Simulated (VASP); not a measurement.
# Ga (Cmmm) in VASP: notebook

The runs below take Ga through single point, with PBEsol.

Program: VASP 6.6.1. These are calculated values, not measurements. Logs are shortened: lines on timing, memory, paths and dates and some standing lists are left out, and cuts for length are marked.

## (1) The cell of the first run

Symmetry: Cmmm, No. 65, orthorhombic system. The conventional cell has a = 2.900 Å, b = 8.130 Å, c = 3.170 Å, α = 90.00°, β = 90.00°, γ = 90.00°. Within 3.0 Å of Ga (site symmetry m2m) lie 5 Ga at 2.23 to 2.90 Å.

## (2) Single point, PBEsol

INCAR reads:

```
SYSTEM = Ga
PREC     = Accurate       ! precision mode
ENCUT    = 400            ! plane-wave cutoff, eV
EDIFF    = 1E-6           ! SCF threshold, eV
ISMEAR   = -1             ! smearing method
SIGMA    = 0.05           ! smearing width, eV
LREAL    = .False.        ! projectors in reciprocal space
LASPH    = .True.         ! aspherical terms in the spheres
NELM     = 120            ! most SCF steps
ALGO     = Normal         ! electronic algorithm
ISIF     = 2              ! what is computed and relaxed
LWAVE    = .False.        ! write WAVECAR
LCHARG   = .False.        ! write CHGCAR
GGA      = PS             ! functional
NBANDS   = 20             ! bands
GGA_COMPAT= .False.
```

KPOINTS reads:

```
Automatic mesh
0
Gamma
  8 8 7
  0 0 0
```

POSCAR reads:

```
Ga
1.0
    1.4500000000     -4.0650000000      0.0000000000
    1.4500000000      4.0650000000      0.0000000000
    0.0000000000      0.0000000000      3.1700000000
Ga
2
Direct
    0.8626298893      0.1373701107      0.7500000000
    0.1373701107      0.8626298893      0.7500000000
```

Potentials or basis: VASP PAW PBE potentials, release 64 (Ga_d).

Run with:

```console
$ cat potpaw_PBE.64/Ga_d/POTCAR > POTCAR
$ mpirun -np 1 vasp_std > vasp.out
```

OUTCAR:

```text
SYSTEM = Ga
   PREC = Accurate
   ENCUT = 400
   EDIFF = 1E-6
   ISMEAR = -1
   LREAL = .False.
   LASPH = .True.
   NELM = 120
   ISIF = 2
   GGA = PS

 ion  position               nearest neighbor table
   1  0.863  0.137  0.750-   2 2.23   2 2.34   2 2.34
   2  0.137  0.863  0.750-   1 2.23   1 2.34   1 2.34

  LATTYP: Found a base centered orthorhombic cell.
 ALAT       =     2.9000000000
 B/A-ratio  =     2.8034482759
 C/A-ratio  =     1.0931034483

  Lattice vectors:

 A1 = (   1.4500000000,  -4.0650000000,   0.0000000000)
 A2 = (   1.4500000000,   4.0650000000,   0.0000000000)
 A3 = (   0.0000000000,   0.0000000000,   3.1700000000)

Analysis of symmetry for initial positions (statically):
=====================================================================
 Subroutine PRICEL returns:
 Original cell was already a primitive cell.

 Routine SETGRP: Setting up the symmetry group for a
 base centered orthorhombic supercell.

 Subroutine GETGRP returns: Found  8 space group operations
 (whereof  4 operations were pure point group operations)
 out of a pool of  8 trial point group operations.

The static configuration has the point symmetry C_2v.
 The point group associated with its full space group is D_2h.

Analysis of symmetry for dynamics (positions and initial velocities):
=====================================================================
 Subroutine PRICEL returns:
 Original cell was already a primitive cell.

 Routine SETGRP: Setting up the symmetry group for a
 base centered orthorhombic supercell.

 Subroutine GETGRP returns: Found  8 space group operations
 (whereof  4 operations were pure point group operations)
 out of a pool of  8 trial point group operations.

The dynamic configuration has the point symmetry C_2v.
 The point group associated with its full space group is D_2h.

 Subroutine INISYM returns: Found  8 space group operations
 (whereof  4 operations are pure point group operations),
 and found     1 'primitive' translations

----------------------------------------------------------------------------------------

                                     Primitive cell

  volume of cell :      37.3695

  direct lattice vectors                    reciprocal lattice vectors
     1.450000000 -4.065000000  0.000000000     0.344827586 -0.123001230  0.000000000
     1.450000000  4.065000000  0.000000000     0.344827586  0.123001230  0.000000000
     0.000000000  0.000000000  3.170000000     0.000000000  0.000000000  0.315457413

  length of vectors
     4.315868974  4.315868974  3.170000000     0.366108409  0.366108409  0.315457413

  position of ions in fractional coordinates (direct lattice)
     0.862629889  0.137370111  0.750000000
     0.137370111  0.862629889  0.750000000

  ion indices of the primitive-cell ions
   primitive index   ion index
                 1           1
                 2           2

----------------------------------------------------------------------------------------

 KPOINTS: Automatic mesh

Automatic generation of k-mesh.
 Grid dimensions read from file:
 generate k-points for:    8    8    7

 Generating k-lattice:

  Cartesian coordinates                     Fractional coordinates (reciprocal lattice)
     0.043103448 -0.015375154  0.000000000     0.125000000  0.000000000  0.000000000
     0.043103448  0.015375154  0.000000000     0.000000000  0.125000000  0.000000000
     0.000000000  0.000000000  0.045065345     0.000000000  0.000000000  0.142857143

  Length of vectors
     0.045763551  0.045763551  0.045065345

  Shift w.r.t. Gamma in fractional coordinates (k-lattice)
     0.000000000  0.000000000  0.000000000

 Subroutine IBZKPT returns following result:
 ===========================================

 Found     84 irreducible k-points:

 Following reciprocal coordinates:
            Coordinates               Weight
  0.000000  0.000000  0.000000      1.000000
  0.125000 -0.000000  0.000000      4.000000
  0.250000 -0.000000  0.000000      4.000000
  0.375000 -0.000000  0.000000      4.000000
  0.500000 -0.000000  0.000000      2.000000
  0.125000  0.125000  0.000000      2.000000
[... 16 lines left out ...]
  0.125000 -0.000000  0.142857      8.000000
  0.250000 -0.000000  0.142857      8.000000
 [... further k-points ...]
   k-points           NKPTS =     84   k-points in BZ     NKDIM =     84   number of bands    NBANDS=     20
   number of dos      NEDOS =    301   number of ions     NIONS =      2
   total plane-waves  NPLWV =  18816
   dimension x,y,z NGX =    28 NGY =   28 NGZ =   24
   dimension x,y,z NGXF=    56 NGYF=   56 NGZF=   48
   ions per type =               2
   NGX,Y,Z   is equivalent  to a cutoff of  10.79, 10.79, 12.59 a.u.
   NGXF,Y,Z  is equivalent  to a cutoff of  21.57, 21.57, 25.17 a.u.
 SYSTEM =  Ga
   PREC   = accura    normal or accurate (medium, high low for compatibility)
   ISTART =      0    job   : 0-new  1-cont  2-samecut
   ICHARG =      2    charge: 1-file 2-atom 10-const
   ISPIN  =      1    spin polarized calculation?
   LNONCOLLINEAR =      F non collinear calculations
   LSORBIT =      F    spin-orbit coupling
   LASPH  =      T    aspherical Exc in radial PAW
   ENCUT  =  400.0 eV  29.40 Ry    5.42 a.u.   7.04  7.04  5.17*2*pi/ulx,y,z
   NELM   =    120;   NELMIN=  2; NELMDL= -5     # of ELM steps
   EDIFF  = 0.1E-05   stopping-criterion for ELM
   LREAL  =      F    real-space projection
   EDIFFG = 0.1E-04   stopping-criterion for IOM
   NSW    =      0    number of steps for IOM
   IBRION =     -1    ionic relax: 0-MD 1-quasi-New 2-CG
   NFREE  =      0    steps in history (QN), initial steepest desc. (CG)
   ISIF   =      2    stress and relaxation
   ISYM   =      2    0-nonsym 1-usesym 2-fastsym
   POTIM  = 0.5000    time-step for ionic-motion
   TEBEG  =    0.0;   TEEND  =   0.0 temperature during run
   PSTRESS=    0.0 pullay stress
   NELECT =      26.0000    total number of electrons
   NUPDOWN=      -1.0000    fix difference up-down
   EMIN   =  10.00;   EMAX   =-10.00  energy-range for DOS
   EFERMI =   0.00;   METHOD = LEGACY
   ISMEAR =    -1;   SIGMA  =   0.05  broadening in eV -4-tet -1-fermi 0-gaus
   EFERMI_NEDOS =   21; number of points for ismear=-14 and -15
   IALGO  =     38    algorithm
   IMIX   =      4    mixing-type and parameters
     AMIX     =   0.40;   BMIX     =  1.00
     AMIX_MAG =   1.60;   BMIX_MAG =  1.00
  volume/ion in A,a.u.               =      18.68       126.09
  Fermi-wavevector in a.u.,A,eV,Ry     =   1.450641  2.741314 28.631555  2.104360
  Thomas-Fermi vector in A             =   2.568230
   LORBIT       =      0    0 simple, 1 ext, 2 COOP (PROOUT), +10 PAW based schemes
   GGA     = PS    functional components
   LHFCALC =     F    Hartree Fock is set to
   AEXX    =    0.0000 exact exchange contribution
   IVDW    =     0    specifies the selected vdW correction
   LEPSILON=     F    determine dielectric tensor
   LRPA    =     F    only Hartree local field effects (RPA)
 non-spin polarized calculation
  energy-cutoff  :      400.00
  volume of cell :       37.37
 maximum number of plane-waves:       690
   NGX = 15   NGY = 15   NGZ = 11

 number of electron      25.9999970 magnetization

 Free energy of the ion-electron system (eV)
  ---------------------------------------------------
  ext. energy  EPLUGINS =         0.00000000
  ---------------------------------------------------
  free energy    TOTEN  =        -5.90224619 eV

  energy without entropy =       -5.89672916  energy(sigma->0) =       -5.89948767

 E-fermi :   5.4301     XC(G=0): -10.9916

 val. band max:        5.4053760225   @ k =   0.2500   0.1250   0.2857
 cond. band min:       5.4321091840   @ k =   0.1250   0.1250   0.1429
 fundamental gap:      0.0267331615
 Fermi energy:         5.4301073845

 k-point     1 :       0.0000    0.0000    0.0000
  band No.  band energies     occupation
      1     -10.3722      2.00000
      2     -10.0530      2.00000
      3     -10.0448      2.00000
      4     -10.0022      2.00000
      5      -9.8901      2.00000
      6      -9.7387      2.00000
[... 12 lines left out ...]
     19      16.7540      0.00000
     20      17.2881      0.00000

 k-point     2 :       0.1250   -0.0000    0.0000
  band No.  band energies     occupation
      1     -10.3660      2.00000
      2     -10.0544      2.00000
      3     -10.0420      2.00000
      4      -9.9790      2.00000
      5      -9.8506      2.00000
      6      -9.7577      2.00000
[... 12 lines left out ...]
     19      18.9535      0.00000
     20      19.5844      0.00000

 k-point     3 :       0.2500   -0.0000    0.0000
  band No.  band energies     occupation
      1     -10.3641      2.00000
      2     -10.1158      2.00000
      3     -10.0167      2.00000
      4      -9.8941      2.00000
      5      -9.8051      2.00000
      6      -9.7665      2.00000
[... 12 lines left out ...]
     19      19.6055      0.00000
     20      21.6041      0.00000

 k-point     4 :       0.3750   -0.0000    0.0000
  band No.  band energies     occupation
      1     -10.3724      2.00000
      2     -10.1991      2.00000
      3      -9.9937      2.00000
      4      -9.8568      2.00000
      5      -9.8066      2.00000
      6      -9.7080      2.00000
[... 12 lines left out ...]
     19      17.7549      0.00000
     20      19.5004      0.00000

 k-point     5 :       0.5000   -0.0000    0.0000
  band No.  band energies     occupation
      1     -10.3765      2.00000
      2     -10.2385      2.00000
      3      -9.9843      2.00000
      4      -9.8807      2.00000
      5      -9.7718      2.00000
      6      -9.6932      2.00000
[... 12 lines left out ...]
     19      17.0523      0.00000
     20      17.1376      0.00000
[... 353 lines left out ...]
      6      -9.7800      2.00000
[... 12 lines left out ...]
     19      15.3861      0.00000
     20      16.5650      0.00000

 k-point    22 :       0.0000    0.0000    0.1429
  band No.  band energies     occupation
      1     -10.3660      2.00000
      2     -10.0710      2.00000
      3     -10.0410      2.00000
      4     -10.0013      2.00000
      5      -9.8836      2.00000
      6      -9.7466      2.00000
[... 12 lines left out ...]
     19      16.2174      0.00000
     20      16.5815      0.00000

 k-point    23 :       0.1250   -0.0000    0.1429
  band No.  band energies     occupation
      1     -10.3603      2.00000
      2     -10.0598      2.00000
      3     -10.0517      2.00000
      4      -9.9743      2.00000
      5      -9.8427      2.00000
      6      -9.7665      2.00000
[... 12 lines left out ...]
     19      17.0899      0.00000
     20      19.4159      0.00000

 k-point    24 :       0.2500   -0.0000    0.1429
  band No.  band energies     occupation
      1     -10.3597      2.00000
      2     -10.1133      2.00000
      3     -10.0340      2.00000
      4      -9.8832      2.00000
      5      -9.8172      2.00000
      6      -9.7532      2.00000
[... 12 lines left out ...]
     19      18.0383      0.00000
     20      19.0109      0.00000

 [... further k-points ...]

------------------------ aborting loop because EDIFF is reached ----------------------------------------

  FORCE on cell =-STRESS in cart. coord.  units (eV):
  Direction    XX          YY          ZZ          XY          YZ          ZX
  --------------------------------------------------------------------------------------
  -------------------------------------------------------------------------------------
  Total        2.7807858      6.6034064     -1.3577884      0.0000000      0.0000000      0.0000000
  in kB      119.2230736    283.1136424    -58.2136529      0.0000000      0.0000000      0.0000000
  external PRESSURE =     114.7076877 kB  Pullay stress =       0.0000000 kB

 VOLUME and BASIS-vectors are now :
 -----------------------------------------------------------------------------
  energy-cutoff  :      400.00
  volume of cell :       37.37
      direct lattice vectors                 reciprocal lattice vectors
     1.450000000 -4.065000000  0.000000000     0.344827586 -0.123001230  0.000000000
     1.450000000  4.065000000  0.000000000     0.344827586  0.123001230  0.000000000
     0.000000000  0.000000000  3.170000000     0.000000000  0.000000000  0.315457413

 POSITION                                       TOTAL-FORCE (eV/Angst)
 -----------------------------------------------------------------------------------
      1.45000     -2.94818      2.37750         0.000000     -0.006985      0.000000
      1.45000      2.94818      2.37750         0.000000      0.006985     -0.000000
 -----------------------------------------------------------------------------------
    total drift:                                0.000000      0.000000     -0.000000

  FREE ENERGIE OF THE ION-ELECTRON SYSTEM (eV)
  ---------------------------------------------------
  free  energy   TOTEN  =        -5.9022461868 eV

  energy  without entropy=       -5.8967291630  energy(sigma->0) =       -5.89948767
```

Run time: 16 s. Hardware: 1 thread of Intel Xeon 6975P-C (Granite Rapids), shared host; peak memory 0.17 GiB.

What came out:

| Quantity | Value |
| --- | --- |
| Free energy | -5.9022 eV |
| Pressure | 11.5 GPa |
| Largest force | 0.007 eV/Å |
| Band gap on the k mesh | zero (band 13 reaches 10.36 eV, above the bottom of band 14 at 3.77 eV) |

Forces in eV/Å, atoms in the order of the input:
```
Ga   0.000 -0.007  0.000
Ga   0.000  0.007  0.000
```

Stress tensor (GPa, compression positive):
```
11.92  0.00  0.00
 0.00 28.31  0.00
 0.00  0.00 -5.82
```

Caveat: the PAW data sets were made with another functional, which shifts forces and pressure a little.

## (3) Single point, PBEsol

INCAR reads:

```
SYSTEM = Ga
PREC = Accurate
ENCUT = 400
EDIFF = 1E-6
ISMEAR = -1
SIGMA = 0.05
LREAL = .False.
LASPH = .True.
NELM = 120
ALGO = Normal
ISIF = 2
LWAVE = .False.
LCHARG = .True.
GGA = PS
LELF = .True.
LVHAR = .True.
NBANDS = 20
GGA_COMPAT = .False.
```

KPOINTS is that of step 2.

POSCAR reads:

```
Ga
1.0
    1.4500000000     -4.0650000000      0.0000000000
    1.4500000000      4.0650000000      0.0000000000
    0.0000000000      0.0000000000      3.1700000000
Ga
2
Direct
    0.8626346863      0.1373653137      0.7500000000
    0.1373653137      0.8626346863      0.7500000000
```

Potentials or basis: VASP PAW PBE potentials, release 64 (Ga_d).

Run with:

```console
$ cat potpaw_PBE.64/Ga_d/POTCAR > POTCAR
$ mpirun -np 1 vasp_std > vasp.out
```

It took 19 s on 1 thread of Intel Xeon 6975P-C (Granite Rapids), shared host; peak memory 0.16 GiB.

It converged, with:

- Free energy: -5.9022 eV
- Pressure: 11.5 GPa
- Largest force: 0.005 eV/Å
- Band gap on the k mesh: zero (band 13 reaches 10.36 eV, above the bottom of band 14 at 3.77 eV)

Forces in eV/Å, atoms in the order of the input:
```
Ga   0.000 -0.005  0.000
Ga   0.000  0.005  0.000
```

Stress tensor (GPa, compression positive):
```
11.92  0.00  0.00
 0.00 28.31  0.00
 0.00  0.00 -5.82
```

Levels at points of the mesh, in eV from the Fermi level:
| k point | band 10 | band 11 | band 12 | band 13 | band 14 | band 15 | band 16 | band 17 |
| --- | --- | --- | --- | --- | --- | --- | --- | --- |
| (0.00, 0.00, 0.00) | -14.85 | -11.57 | -2.95 | -1.14 | 2.89 | 6.93 | 7.15 | 8.82 |
| (0.50, 0.00, 0.00) | -14.81 | -6.92 | -5.97 | -2.40 | -0.18 | 6.83 | 7.25 | 8.66 |
| (0.50, 0.50, 0.00) | -14.63 | -9.87 | -8.72 | 4.93 | 5.13 | 6.17 | 7.75 | 8.48 |

Caveat: the PAW data sets were made with another functional, which shifts forces and pressure a little.
